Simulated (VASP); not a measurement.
A run of VASP 6.6.1 is set up as follows.

File INCAR:

```
SYSTEM = InP
PREC = Accurate
ENCUT = 600
EDIFF = 1E-7
ISMEAR = 0
SIGMA = 0.1
LREAL = .False.
LASPH = .True.
NELM = 100
ALGO = Normal
ISIF = 3
LWAVE = .False.
LCHARG = .False.
GGA = PS
IBRION = 2
NSW = 100
EDIFFG = -0.005
```

Contents of KPOINTS:

```
Automatic mesh
0
Gamma
  14 14 14
  0 0 0
```

File POSCAR:

```
InP
1.0
    0.0000000000      2.7282328837      2.7282328837
    2.7282328837      0.0000000000      2.7282328837
    2.7282328837      2.7282328837      0.0000000000
In P
1 1
Direct
    0.0000000000      0.0000000000      0.0000000000
    0.5000000000      0.5000000000      0.5000000000
```

Potentials or basis: VASP PAW PBE potentials, release 64 (In_d, P).

The run is started by

```bash
$ cat potpaw_PBE.64/In_d/POTCAR potpaw_PBE.64/P/POTCAR > POTCAR
$ mpirun -np 1 vasp_std > vasp.out
```

Task: Predict the space group after relaxing (to 0.05 Å).

Result: Fm-3m (No. 225).

Task: What does it give for the band gap on the k mesh?

Result: Zero (band 9 reaches 7.79 eV, above the bottom of band 10 at 4.96 eV).

Task: What does it give for the relaxed cell?

Result: a = 3.861 Å, b = 3.861 Å, c = 3.861 Å, α = 60.00°, β = 60.00°, γ = 60.00°.

Task: Predict the relaxed volume.

Result: 20.36 Å³/atom.

Final structure:
```
In P
1.0
     0.00000    2.73049    2.73049
     2.73049    0.00000    2.73049
     2.73049    2.73049    0.00000
In P
1 1
Cartesian
  0.0000 0.0000 0.0000
  2.7305 2.7305 2.7305
```

Caveat: the PAW data sets were made with another functional, which shifts forces and pressure a little; spin-orbit coupling is left out, which moves the levels of the heavy elements.
